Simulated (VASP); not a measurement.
Write the native input for VASP 6.6.1 that does the following.

```
Task                   : single point
Functional             : PBE
Potentials or basis    : VASP PAW PBE potentials, release 64 (Co_sv)
Cutoff                 : 600 eV
k mesh                 : 18 × 18 × 17
Occupations            : fermi-dirac, width 0.1 eV
Spin                   : collinear spin, ferromagnetic start
Starting moments       : [1.7] μB
Dipole correction      : no
Second run             : valence_matched
Further INCAR settings : ALGO = Normal; EDIFF = 1e-06; NBANDS = 18
```

The structure of Co lies in POSCAR:

```
Co
1.0
    2.4484686119      0.0000000000      0.0000000000
   -1.2242343060      2.1204360183      0.0000000000
    0.0000000000      0.0000000000      2.3153972186
Co
1
Direct
    0.0000000000      0.0000000000      0.0000000000
```

One way to write it, as run:

INCAR

```
SYSTEM = Co
PREC = Accurate
ENCUT = 600
EDIFF = 1E-6
ISMEAR = -1
SIGMA = 0.1
LREAL = .False.
LASPH = .True.
NELM = 200
ALGO = Normal
ISIF = 2
LWAVE = .False.
LCHARG = .False.
ISPIN = 2
MAGMOM = 1.7
LORBIT = 11
LMAXMIX = 4
GGA = PE
NBANDS = 18
GGA_COMPAT = .False.
```

KPOINTS

```
regular mesh
0
Gamma
  18 18 17
  0 0 0
```

Potentials or basis: VASP PAW PBE potentials, release 64 (Co_sv).

The run is started by

```bash
$ cat potpaw_PBE.64/Co_sv/POTCAR > POTCAR
$ mpirun -np 1 vasp_std > vasp.out
```

It gave:

```
Pressure                                              : -3.2 GPa
Net moment                                            : 1.77 μB per cell
Site moments                                          : Co +1.78 μB
Valence electrons inside the program's atomic spheres : Co 15.05
```

Run time: 59 s on 1 thread of Intel(R) Xeon(R) 6975P-C (Granite Rapids), on a shared host, peak memory 0.23 GiB.
